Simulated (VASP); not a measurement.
Here is a VASP 6.6.1 calculation.

Contents of INCAR:

```
PREC     = Accurate       # precision mode
ENCUT    = 500            # plane-wave cutoff, eV
EDIFF    = 1E-6           # SCF threshold, eV
ISMEAR   = 0              # smearing method
SIGMA    = 0.02           # smearing width, eV
LREAL    = False          # projectors in reciprocal space
LASPH    = True           # aspherical terms in the spheres
NELM     = 120            # most SCF steps
ALGO     = Normal         # electronic algorithm
ISIF     = 2              # what is computed and relaxed
LWAVE    = False          # write WAVECAR
LCHARG   = False          # write CHGCAR
GGA      = PS             # functional
NBANDS   = 11             # bands
GGA_COMPAT= False
```

KPOINTS

```
regular mesh
0
Gamma
  8 8 8
```

Contents of POSCAR:

```
AlP
1.0
    0.0000000000      2.7351727390      2.7351727390
    2.7351727390      0.0000000000      2.7351727390
    2.7351727390      2.7351727390      0.0000000000
Al P
1 1
Direct
    0.0000000000      0.0000000000      0.0000000000
    0.7500000000      0.7500000000      0.7500000000
```

Potentials or basis: VASP PAW PBE potentials, release 64 (Al, P).

The run is started by

```console
$ cat potpaw_PBE.64/Al/POTCAR potpaw_PBE.64/P/POTCAR > POTCAR
$ mpirun -np 1 vasp_std > vasp.out
```

Problem. Estimate the band gap on the k mesh.

Solution. 1.45 eV, indirect (least direct gap 3.16 eV).

Problem. What does it give for the pressure?

Solution. 0.0 GPa.

Caveat: the PAW data sets were made with another functional, which shifts forces and pressure a little. A k mesh can miss the band edges.
